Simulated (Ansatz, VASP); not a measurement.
# KF in VASP and in Ansatz

File POSCAR:

```
KF
1.0
    0.0000000000      2.6173071446      2.6173071446
    2.6173071446      0.0000000000      2.6173071446
    2.6173071446      2.6173071446      0.0000000000
K F
1 1
Direct
    0.0000000000      0.0000000000      0.0000000000
    0.5000000000      0.5000000000      0.5000000000
```

Contents of INCAR.step1:

```
PREC = Accurate
ENCUT = 520
ISMEAR = -1
SIGMA = 0.05
LREAL = False
LASPH = True
NELM = 80
NBANDS = 15
GGA = PE
ALGO = Normal
EDIFF = 1E-4
LWAVE = True
LCHARG = False
```

INCAR.step2

```
PREC = Accurate
ENCUT = 520
EDIFF = 1E-6
ISMEAR = -1
SIGMA = 0.05
LREAL = False
LASPH = True
NELM = 80
ALGO = Normal
ISIF = 2
LWAVE = False
LCHARG = True
METAGGA = R2SCAN
LMIXTAU = True
LELF = True
LVHAR = True
NBANDS = 15
ISTART = 1
```

Contents of KPOINTS:

```
Automatic mesh
0
Gamma
  9 9 9
```

The input input.yaml:

```yaml
crystal:
  lattice:
    - [0.0, 2.6173071446, 2.6173071446]
    - [2.6173071446, 0.0, 2.6173071446]
    - [2.6173071446, 2.6173071446, 0.0]
  atoms:
    - { symbol: K, position: [0.0, 0.0, 0.0] }
    - { symbol: F, position: [0.5, 0.5, 0.5] }
hamiltonian:
  xc: r2scan
  pseudopotentials: { kind: paw }
kpoints:
  mp_grid: { grid: [9, 9, 9] }
scf:
  occupations: { method: fermi_dirac, width: 0.05 }
output:
  forces: true
  stress: true
  eigenvalues: true
```

Alike in both runs: task single point; functional r2SCAN; k mesh 9 × 9 × 9; occupations fermi-dirac, width 0.05 eV; no spin polarisation.

```csv
,VASP,Ansatz
version,VASP 6.6.1,Ansatz 0.2.0
potentials or method,"VASP PAW PBE potentials, release 64 (K_sv, F)",Ansatz PAW
plane-wave cutoff (eV),520,500
valence electrons in the cell,16,16
```

```csv
,VASP,Ansatz,Ansatz less VASP
gap on the k mesh at the Fermi level (eV),7.17,7.17,0.000
least direct gap on the mesh (eV),7.17,7.17,0.000
pressure (GPa),1.9,1.9,0.00
```

VASP's potentials were made for PBE, not for r2SCAN. With one functional, cell and mesh, what is left measures potentials, basis and numerics.

Noted on Ansatz's run: odd divisions of the mesh miss points on the zone boundary, where band edges often lie, so the gap on the mesh can be too wide.
